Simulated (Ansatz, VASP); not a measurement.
## Two plane-wave programs on Fe

```
Fe
1.0
     2.43416    0.00000    0.00000
    -1.21708    2.10804    0.00000
     0.00000    0.00000    3.84193
Fe
2
Cartesian
  1.2171 0.7027 2.8815
  0.0000 1.4054 0.9605
```

Alike in both runs: task single point; functional PBE-based screened hybrid with a share of 0.25 of exact exchange and HFSCREEN = 0.3; k mesh 6 × 6 × 4; occupations fermi-dirac, width 0.05 eV; collinear spin.

|  | VASP | Ansatz |
| --- | --- | --- |
| version | VASP 6.6.1 | Ansatz 0.2.0 |
| potentials or method | VASP PAW PBE potentials, release 64 (Fe) | Ansatz PAW |
| plane-wave cutoff (eV) | 520 | 420 |
| valence electrons in the cell | 16 | 32 |

Ansatz gave:

- gap on the k mesh at the Fermi level (eV): none
- net moment per atom (μB): 2.68
- size of the moment on the site where the two differ most (μB): 2.80

Q: Estimate VASP's values.

A: gap on the k mesh at the Fermi level (eV): none; net moment per atom (μB): 2.68; size of the moment on the site where the two differ most (μB): 2.64.

VASP's potentials were made for PBE, not for PBE-based screened hybrid. Site moments also hang on the region over which each program counts them. A gap of «none» marks a metal or a gap that the smearing closes. VASP's potentials hold 16 valence electrons a cell and Ansatz's 32, so a difference there can come from the potentials and not from the codes.

The k mesh is coarse, so the values compare programs but aren't converged. Noted on Ansatz's run: the magnetic or orbital state may not be the lowest.
